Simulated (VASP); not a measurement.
Runs of VASP 6.6.1 on V. The structure is that of space group Im-3m (No. 229), or close to it. The cells are those of the table. 

| cell | further INCAR settings | gap on the mesh (eV) | pressure (GPa) |
| --- | --- | --- | --- |
| a = 2.959, b = 2.959, c = 2.781 Å, 2 atoms | ALGO = Fast; EDIFF = 1e-06; NBANDS = 20 | none | (b) |
| a = 2.959, b = 2.959, c = 2.841 Å, 2 atoms | ALGO = Fast; EDIFF = 1e-07; NBANDS = 20 | none | 9.1 |
| a = 2.959, b = 2.959, c = 2.900 Å, 2 atoms | ALGO = Fast; EDIFF = 1e-06; NBANDS = 20 | none | (a) |
| a = 2.959, b = 2.959, c = 3.077 Å, 2 atoms | ALGO = Fast; EDIFF = 1e-06; NBANDS = 20 | none | -6.7 |
| a = 2.959, b = 2.959, c = 3.018 Å, 2 atoms | ALGO = Fast; EDIFF = 1e-06; NBANDS = 20 | none | -3.5 |
| a = 2.959, b = 2.959, c = 3.136 Å, 2 atoms | ALGO = Fast; EDIFF = 1e-07; NBANDS = 20 | none | -9.9 |
| a = 2.959 Å, 2 atoms | ALGO = Fast; EDIFF = 1e-06; NBANDS = 20 | none | 0.2 |

Alike in all rows: task single point; level PBEsol; potentials or basis VASP PAW PBE potentials, release 64 (V_sv); no spin polarisation; k mesh 14 × 14 × 14; cutoff (eV) 520; smearing gaussian 0.1 eV.

Q: Estimate the missing entries.

A: (a) 4.4; (b) 14.3.

Caveats: the PAW data sets were made with another functional, which shifts forces and pressure a little; the stress differs along the axes, from 11 to 21 GPa (at least some runs); the stress differs along the axes, from 7 to 13 GPa (at least some runs); the cell stands under pressure (at least some runs); the stress differs along the axes, from -10 to -5 GPa (at least some runs); the cell stands under tension (at least some runs); the stress differs along the axes, from -15 to -7 GPa (at least some runs).

A gap of «none» marks levels without a gap at the run's occupations.
